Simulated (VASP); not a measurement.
C: single point with PBE

C:

```
C
1.0
     0.00000    1.54014    1.54014
     1.54014    0.00000    1.54014
     1.54014    1.54014    0.00000
C
1
Direct
  0.00000 0.00000 0.00000
```

```json
{
  "Program": "VASP 6.6.1",
  "Task": "single point",
  "Functional": "PBE",
  "Potentials or basis": "VASP PAW PBE potentials, release 64 (C)",
  "Cutoff": "520 eV",
  "k mesh": "14 × 14 × 14",
  "Occupations": "fermi-dirac, width 0.05 eV",
  "Spin": "no spin polarisation"
}
```

```
Pressure               : 0.1 GPa
Band gap on the k mesh : zero (band 2 reaches 15.57 eV, above the bottom of band 3 at 4.44 eV)
```

Levels at points of the mesh, in eV from the Fermi level:
| k point | band 1 | band 2 | band 3 | band 4 | band 5 |
| --- | --- | --- | --- | --- | --- |
| (0.00, 0.00, 0.00) | -18.64 | 8.07 | 8.07 | 8.07 | 30.11 |
| (0.50, 0.00, 0.00) | -9.32 | -8.52 | 6.36 | 6.36 | 24.73 |
| (0.50, 0.50, 0.00) | -6.64 | -5.42 | 2.36 | 2.36 | 14.86 |

It took 5.2 s on 1 thread of Intel(R) Xeon(R) Platinum 8259CL CPU @ 2.50GHz (Skylake/Cascade Lake), with other jobs on the host, peak memory 0.11 GiB.
